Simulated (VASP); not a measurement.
# PbS (Fm-3m) in VASP: relaxation of cell and atoms with LDA

Aim: the relaxation of cell and atoms of PbS with LDA.

Program: VASP 6.6.1. These are calculated values, not measurements. Logs are shortened: lines on timing, memory, paths and dates and some standing lists are left out, and cuts for length are marked.

**1. The cell of the first run**

The structure is cubic, space group Fm-3m (No. 225). The conventional cell has a = 5.930 Å, b = 5.930 Å, c = 5.930 Å, α = 90.00°, β = 90.00°, γ = 90.00°. S (site symmetry m-3m) has 6 Pb at 2.96 Å within 3.9 Å. Within 3.9 Å of Pb (site symmetry m-3m) lie 6 S at 2.96 Å.

**2. Relaxation of cell and atoms, LDA**

Contents of INCAR:

```
SYSTEM = PbS
PREC = Accurate
ENCUT = 500
EDIFF = 1E-7
ISMEAR = 0
SIGMA = 0.01
LREAL = .False.
LASPH = .True.
NELM = 120
ALGO = Normal
ISIF = 3
LWAVE = .False.
LCHARG = .False.
GGA = CA
IBRION = 2
NSW = 80
EDIFFG = -0.01
GGA_COMPAT = .False.
NELMIN = 4
```

Contents of KPOINTS:

```
regular mesh
0
Gamma
  4 4 4
  0 0 0
```

Contents of POSCAR:

```
PbS
1.0
    5.9300000000      0.0000000000      0.0000000000
    0.0000000000      5.9300000000      0.0000000000
    0.0000000000      0.0000000000      5.9300000000
S Pb
4 4
Direct
    0.0000000000      0.0000000000      0.0000000000
    0.0000000000      0.5000000000      0.5000000000
    0.5000000000      0.0000000000      0.5000000000
    0.5000000000      0.5000000000      0.0000000000
    0.5000000000      0.5000000000      0.5000000000
    0.0000000000      0.0000000000      0.5000000000
    0.0000000000      0.5000000000      0.0000000000
    0.5000000000      0.0000000000      0.0000000000
```

Potentials or basis: VASP PAW LDA potentials, release 64 (S, Pb_d).

Command:

```bash
> cat potpaw_LDA.64/S/POTCAR potpaw_LDA.64/Pb_d/POTCAR > POTCAR
> mpirun -np 1 vasp_std > vasp.out
```

OUTCAR:

```text
SYSTEM = PbS
   PREC = Accurate
   ENCUT = 500
   EDIFF = 1E-7
   ISMEAR = 0
   LREAL = .False.
   LASPH = .True.
   NELM = 120
   ISIF = 3
   GGA = CA
   IBRION = 2
   NSW = 80
   EDIFFG = -0.01
   NELMIN = 4

 ion  position               nearest neighbor table
   1  0.000  0.000  0.000-   6 2.96   7 2.96   8 2.96   6 2.96   7 2.96   8 2.96
   2  0.000  0.500  0.500-   5 2.96   6 2.96   7 2.96   7 2.96   6 2.96   5 2.96
   3  0.500  0.000  0.500-   5 2.96   6 2.96   8 2.96   8 2.96   5 2.96   6 2.96
   4  0.500  0.500  0.000-   5 2.96   7 2.96   8 2.96   5 2.96   8 2.96   7 2.96
   5  0.500  0.500  0.500-   2 2.96   3 2.96   4 2.96   4 2.96   3 2.96   2 2.96
   6  0.000  0.000  0.500-   1 2.96   2 2.96   3 2.96   1 2.96   2 2.96   3 2.96
   7  0.000  0.500  0.000-   1 2.96   2 2.96   4 2.96   2 2.96   1 2.96   4 2.96
   8  0.500  0.000  0.000-   1 2.96   3 2.96   4 2.96   3 2.96   4 2.96   1 2.96

  LATTYP: Found a simple cubic cell.
 ALAT       =     5.9300000000

  Lattice vectors:

 A1 = (   5.9300000000,   0.0000000000,   0.0000000000)
 A2 = (   0.0000000000,   5.9300000000,   0.0000000000)
 A3 = (   0.0000000000,   0.0000000000,   5.9300000000)

Analysis of symmetry for initial positions (statically):
=====================================================================
 Subroutine PRICEL returns following result:

  LATTYP: Found a face centered cubic cell.
 ALAT       =     5.9300000000

  Lattice vectors:

 A1 = (   2.9650000000,  -2.9650000000,   0.0000000000)
 A2 = (   2.9650000000,   0.0000000000,   2.9650000000)
 A3 = (   0.0000000000,  -2.9650000000,   2.9650000000)

   4 primitive cells build up your supercell.

 Routine SETGRP: Setting up the symmetry group for a
 simple cubic supercell.

 Subroutine GETGRP returns: Found 48 space group operations
 (whereof 48 operations were pure point group operations)
 out of a pool of 48 trial point group operations.

The static configuration has the point symmetry O_h .

Analysis of symmetry for dynamics (positions and initial velocities):
=====================================================================
 Subroutine PRICEL returns following result:

  LATTYP: Found a face centered cubic cell.
 ALAT       =     5.9300000000

  Lattice vectors:

 A1 = (   2.9650000000,  -2.9650000000,   0.0000000000)
 A2 = (   2.9650000000,   0.0000000000,   2.9650000000)
 A3 = (   0.0000000000,  -2.9650000000,   2.9650000000)

   4 primitive cells build up your supercell.

 Routine SETGRP: Setting up the symmetry group for a
 simple cubic supercell.

 Subroutine GETGRP returns: Found 48 space group operations
 (whereof 48 operations were pure point group operations)
 out of a pool of 48 trial point group operations.

The dynamic configuration has the point symmetry O_h .

 Subroutine INISYM returns: Found 48 space group operations
 (whereof 48 operations are pure point group operations),
 and found     4 'primitive' translations

----------------------------------------------------------------------------------------

                                     Primitive cell

  volume of cell :      52.1320

  direct lattice vectors                    reciprocal lattice vectors
     2.965000000 -2.965000000  0.000000000     0.168634064 -0.168634064 -0.168634064
     2.965000000  0.000000000  2.965000000     0.168634064  0.168634064  0.168634064
     0.000000000 -2.965000000  2.965000000    -0.168634064 -0.168634064  0.168634064

  length of vectors
     4.193143212  4.193143212  4.193143212     0.292082767  0.292082767  0.292082767

  position of ions in fractional coordinates (direct lattice)
     0.000000000  0.000000000  0.000000000
     0.500000000  0.500000000  0.500000000

  ion indices of the primitive-cell ions
   primitive index   ion index
                 1           1
                 2           7

----------------------------------------------------------------------------------------

 KPOINTS: regular mesh

Automatic generation of k-mesh.
 Grid dimensions read from file:
 generate k-points for:    4    4    4

 Generating k-lattice:

  Cartesian coordinates                     Fractional coordinates (reciprocal lattice)
     0.042158516  0.000000000  0.000000000     0.250000000  0.000000000  0.000000000
     0.000000000  0.042158516  0.000000000     0.000000000  0.250000000  0.000000000
     0.000000000  0.000000000  0.042158516     0.000000000  0.000000000  0.250000000

  Length of vectors
     0.042158516  0.042158516  0.042158516

  Shift w.r.t. Gamma in fractional coordinates (k-lattice)
     0.000000000  0.000000000  0.000000000

 Subroutine IBZKPT returns following result:
 ===========================================

 Found     10 irreducible k-points:

 Following reciprocal coordinates:
            Coordinates               Weight
  0.000000  0.000000  0.000000      1.000000
  0.250000  0.000000  0.000000      6.000000
  0.500000  0.000000  0.000000      3.000000
  0.250000  0.250000  0.000000     12.000000
  0.500000  0.250000  0.000000     12.000000
  0.500000  0.500000  0.000000      3.000000
  0.250000  0.250000  0.250000      8.000000
  0.500000  0.250000  0.250000     12.000000
  0.500000  0.500000  0.250000      6.000000
  0.500000  0.500000  0.500000      1.000000
   k-points           NKPTS =     10   k-points in BZ     NKDIM =     10   number of bands    NBANDS=     48
   number of dos      NEDOS =    301   number of ions     NIONS =      8
   total plane-waves  NPLWV = 110592
   dimension x,y,z NGX =    48 NGY =   48 NGZ =   48
   dimension x,y,z NGXF=    96 NGYF=   96 NGZF=   96
   ions per type =               4   4
   NGX,Y,Z   is equivalent  to a cutoff of  13.46, 13.46, 13.46 a.u.
   NGXF,Y,Z  is equivalent  to a cutoff of  26.91, 26.91, 26.91 a.u.
 SYSTEM =  PbS
   PREC   = accura    normal or accurate (medium, high low for compatibility)
   ISTART =      0    job   : 0-new  1-cont  2-samecut
   ICHARG =      2    charge: 1-file 2-atom 10-const
   ISPIN  =      1    spin polarized calculation?
   LNONCOLLINEAR =      F non collinear calculations
   LSORBIT =      F    spin-orbit coupling
   LASPH  =      T    aspherical Exc in radial PAW
   ENCUT  =  500.0 eV  36.75 Ry    6.06 a.u.  10.81 10.81 10.81*2*pi/ulx,y,z
   NELM   =    120;   NELMIN=  4; NELMDL= -5     # of ELM steps
   EDIFF  = 0.1E-06   stopping-criterion for ELM
   LREAL  =      F    real-space projection
   EDIFFG = -.1E-01   stopping-criterion for IOM
   NSW    =     80    number of steps for IOM
   IBRION =      2    ionic relax: 0-MD 1-quasi-New 2-CG
   NFREE  =      1    steps in history (QN), initial steepest desc. (CG)
   ISIF   =      3    stress and relaxation
   ISYM   =      2    0-nonsym 1-usesym 2-fastsym
   POTIM  = 0.5000    time-step for ionic-motion
   TEBEG  =    0.0;   TEEND  =   0.0 temperature during run
   PSTRESS=    0.0 pullay stress
   NELECT =      80.0000    total number of electrons
   NUPDOWN=      -1.0000    fix difference up-down
   EMIN   =  10.00;   EMAX   =-10.00  energy-range for DOS
   EFERMI =   0.00;   METHOD = LEGACY
   ISMEAR =     0;   SIGMA  =   0.01  broadening in eV -4-tet -1-fermi 0-gaus
   EFERMI_NEDOS =   21; number of points for ismear=-14 and -15
   IALGO  =     38    algorithm
   IMIX   =      4    mixing-type and parameters
     AMIX     =   0.40;   BMIX     =  1.00
     AMIX_MAG =   1.60;   BMIX_MAG =  1.00
  volume/ion in A,a.u.               =      26.07       175.90
  Fermi-wavevector in a.u.,A,eV,Ry     =   1.189552  2.247928 19.252709  1.415034
  Thomas-Fermi vector in A             =   2.325657
   LORBIT       =      0    0 simple, 1 ext, 2 COOP (PROOUT), +10 PAW based schemes
   GGA     = CA    functional components
   LHFCALC =     F    Hartree Fock is set to
   AEXX    =    0.0000 exact exchange contribution
   IVDW    =     0    specifies the selected vdW correction
   LEPSILON=     F    determine dielectric tensor
   LRPA    =     F    only Hartree local field effects (RPA)
 conjugate gradient relaxation of ions
 non-spin polarized calculation
 Gauss-broadening in eV      SIGMA  =   0.01
  energy-cutoff  :      500.00
  volume of cell :      208.53
 maximum number of plane-waves:      5400
 NGX is ok and might be reduce to    48
   NGX = 21   NGY = 21   NGZ = 21

--------------------------------------- Ionic step        1  -------------------------------------------

 number of electron      79.9999987 magnetization

 Free energy of the ion-electron system (eV)
  ---------------------------------------------------
  ext. energy  EPLUGINS =         0.00000000
  ---------------------------------------------------
  free energy    TOTEN  =       -39.85039279 eV

  energy without entropy =      -39.85039279  energy(sigma->0) =      -39.85039279

------------------------ aborting loop because EDIFF is reached ----------------------------------------

  FORCE on cell =-STRESS in cart. coord.  units (eV):
  Direction    XX          YY          ZZ          XY          YZ          ZX
  --------------------------------------------------------------------------------------
  -------------------------------------------------------------------------------------
  Total       -3.0535646     -3.0535646     -3.0535646     -0.0000000     -0.0000000      0.0000000
  in kB      -23.4613831    -23.4613831    -23.4613831     -0.0000000     -0.0000000      0.0000000
  external PRESSURE =     -23.4613831 kB  Pullay stress =       0.0000000 kB

 VOLUME and BASIS-vectors are now :
 -----------------------------------------------------------------------------
  energy-cutoff  :      500.00
  volume of cell :      208.53
      direct lattice vectors                 reciprocal lattice vectors
     5.930000000  0.000000000  0.000000000     0.168634064  0.000000000  0.000000000
     0.000000000  5.930000000  0.000000000     0.000000000  0.168634064  0.000000000
     0.000000000  0.000000000  5.930000000     0.000000000  0.000000000  0.168634064
[... 85 lines left out ...]
 POSITION                                       TOTAL-FORCE (eV/Angst)
 -----------------------------------------------------------------------------------
     -0.00000     -0.00000      0.00000         0.000000     -0.000000      0.000000
     -0.00000      2.92522      2.92522        -0.000000     -0.000000     -0.000000
      2.92522     -0.00000      2.92522        -0.000000     -0.000000     -0.000000
      2.92522      2.92522      0.00000         0.000000     -0.000000     -0.000000
      2.92522      2.92522      2.92522        -0.000000      0.000000      0.000000
     -0.00000     -0.00000      2.92522         0.000000      0.000000      0.000000
     -0.00000      2.92522      0.00000        -0.000000     -0.000000      0.000000
      2.92522     -0.00000      0.00000         0.000000      0.000000     -0.000000
 -----------------------------------------------------------------------------------
    total drift:                                0.000000      0.000000      0.000000

  FREE ENERGIE OF THE ION-ELECTRON SYSTEM (eV)
  ---------------------------------------------------
  free  energy   TOTEN  =       -39.9113828494 eV

  energy  without entropy=      -39.9113796862  energy(sigma->0) =      -39.91138127

--------------------------------------- Ionic step        4  -------------------------------------------

 number of electron      79.9999988 magnetization

 Free energy of the ion-electron system (eV)
  ---------------------------------------------------
  ext. energy  EPLUGINS =         0.00000000
  ---------------------------------------------------
  free energy    TOTEN  =       -39.91143254 eV

  energy without entropy =      -39.91143153  energy(sigma->0) =      -39.91143203

 E-fermi :   6.2197     XC(G=0): -10.2123

 val. band max:        6.1941260452   @ k =   0.5000   0.5000   0.5000
 cond. band min:       6.2453058286   @ k =   0.5000   0.5000   0.5000
 fundamental gap:      0.0511797835
 Fermi energy:         6.2197159356

 k-point     1 :       0.0000    0.0000    0.0000
  band No.  band energies     occupation
      1     -10.8905      2.00000
      2     -10.8905      2.00000
      3     -10.8905      2.00000
      4     -10.7376      2.00000
      5     -10.7376      2.00000
      6     -10.7376      2.00000
[... 521 lines left out ...]
 POSITION                                       TOTAL-FORCE (eV/Angst)
 -----------------------------------------------------------------------------------
      0.00000      0.00000      0.00000        -0.000000      0.000000      0.000000
     -0.00000      2.92636      2.92636         0.000000      0.000000     -0.000000
      2.92636     -0.00000      2.92636        -0.000000     -0.000000     -0.000000
      2.92636      2.92636      0.00000        -0.000000      0.000000     -0.000000
      2.92636      2.92636      2.92636         0.000000     -0.000000     -0.000000
     -0.00000     -0.00000      2.92636        -0.000000     -0.000000      0.000000
     -0.00000      2.92636      0.00000         0.000000      0.000000     -0.000000
      2.92636     -0.00000      0.00000        -0.000000     -0.000000      0.000000
 -----------------------------------------------------------------------------------
    total drift:                                0.000000      0.000000      0.000000

  FREE ENERGIE OF THE ION-ELECTRON SYSTEM (eV)
  ---------------------------------------------------
  free  energy   TOTEN  =       -39.9114325392 eV

  energy  without entropy=      -39.9114315291  energy(sigma->0) =      -39.91143203

 reached required accuracy - stopping structural energy minimisation
```

It took 7.5 min on 1 thread of Oxide Virtual Turin-like, shared host; peak memory 0.26 GiB.

Results:

| Quantity | Value |
| --- | --- |
| Free energy | -39.9114 eV |
| Relaxed volume | 25.06 Å³/atom |
| Relaxed cell | a = 5.853 Å, b = 5.853 Å, c = 5.853 Å, α = 90.00°, β = 90.00°, γ = 90.00° |
| Space group after relaxing (to 0.1 Å) | Fm-3m (No. 225) |
| Energy gained by relaxing | 7.6 meV/atom |
| Ionic steps | 4 |
| Pressure after relaxing | 0.0 GPa |
| Band gap on the k mesh | 0.05 eV |

The path:
```csv
step,energy change (eV),largest force (eV/Å),pressure (GPa),volume (Å³)
1,0.0000,0.0000,-2.35,208.53
2,-0.0518,0.0000,0.78,197.22
3,-0.0610,0.0000,0.07,200.25
4,-0.0610,0.0000,0.00,200.48
```

Final structure:
```
CELL_PARAMETERS angstrom
5.85272 0.00000 0.00000
0.00000 5.85272 0.00000
0.00000 0.00000 5.85272
ATOMIC_POSITIONS crystal
S 0.00000 0.00000 0.00000
S 0.00000 0.50000 0.50000
S 0.50000 0.00000 0.50000
S 0.50000 0.50000 0.00000
Pb 0.50000 0.50000 0.50000
Pb 0.00000 0.00000 0.50000
Pb 0.00000 0.50000 0.00000
Pb 0.50000 0.00000 0.00000
```

Caveat: spin-orbit coupling is left out, which moves the levels of the heavy elements. A k mesh can miss the band edges.
